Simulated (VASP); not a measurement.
## S: single point with PBEsol

S:

```
CELL_PARAMETERS angstrom
0.00000 2.09407 2.09407
2.09407 0.00000 2.09407
2.09407 2.09407 0.00000
ATOMIC_POSITIONS crystal
S 0.00000 0.00000 0.00000
```

This cell differs from its parent crystal: strain +0.050 along x and y, +0.050 along z.

```
Program                : VASP 6.6.1
Task                   : single point
Functional             : PBEsol
Potentials or basis    : VASP PAW PBE potentials, release 64 (S)
Cutoff                 : 520 eV
k mesh                 : 20 × 20 × 20
Occupations            : gaussian, width 0.15 eV
Spin                   : no spin polarisation
Dipole correction      : no
Further INCAR settings : ALGO = Normal; EDIFF = 1e-07; NBANDS = 9
```

```yaml
Pressure: -12.7 GPa
Band_gap_on_the_k_mesh: zero (bands 3 and 4 overlap by 4.48 eV)
```

Levels at points of the mesh, in eV from the Fermi level:
| k point | band 1 | band 2 | band 3 | band 4 | band 5 | band 6 | band 7 | band 8 |
| --- | --- | --- | --- | --- | --- | --- | --- | --- |
| (0.00, 0.00, 0.00) | -15.34 | 2.52 | 2.52 | 2.52 | 12.04 | 12.04 | 12.04 | 12.09 |
| (0.50, 0.00, 0.00) | -12.10 | -6.22 | 1.48 | 1.48 | 8.95 | 11.33 | 11.33 | 16.29 |
| (0.50, 0.50, 0.00) | -10.87 | -5.38 | -0.71 | -0.71 | 5.64 | 6.43 | 20.70 | 21.88 |

It took 9 s on 1 thread of Intel(R) Xeon(R) 6975P-C (Granite Rapids) (shared host), peak memory 0.15 GiB.

Caveat: the cell differs from its parent crystal (strain +0.050 along x and y, +0.050 along z); the cell stands under tension; the PAW data sets were made with another functional, which shifts forces and pressure a little.
